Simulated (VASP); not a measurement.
The system is NaF.

```xyz
2
Lattice="0.0000 2.3233 2.3233 2.3233 0.0000 2.3233 2.3233 2.3233 0.0000" Properties=species:S:1:pos:R:3 pbc="T T T"
Na    0.0000    0.0000    0.0000
F     2.3233    2.3233    2.3233
```

Base run:

```yaml
Program: VASP 6.6.1
Functional: PBEsol
Potentials_or_basis: VASP PAW PBE potentials, release 64 (Na_pv, F)
Cutoff: 520 eV
k_mesh: 10 × 10 × 10
Occupations: fermi-dirac, width 0.02 eV
Spin: no spin polarisation
```

Its results: band gap on the k mesh 6.12 eV; pressure -0.6 GPa.

Problem. After a change of settings the same cell gave: band gap on the k mesh 7.12 eV; pressure -2.2 GPa. Which change was it?
A. further incar settings from ALGO = Normal; EDIFF = 1e-08; NBANDS = 14 to ALGO = Normal; EDIFF = 1e-07; NBANDS = 14
B. functional from PBEsol to PBE; further incar settings from ALGO = Normal; EDIFF = 1e-08; NBANDS = 14 to ALGO = Normal; EDIFF = 1e-06; NBANDS = 14
C. functional from PBEsol to r2SCAN
D. functional from PBEsol to LDA; potentials or basis from VASP PAW PBE potentials, release 64 (Na_pv, F) to VASP PAW LDA potentials, release 64 (Na_pv, F)

Solution. C.

Caveats: the PAW data sets were made with another functional, which shifts forces and pressure a little.
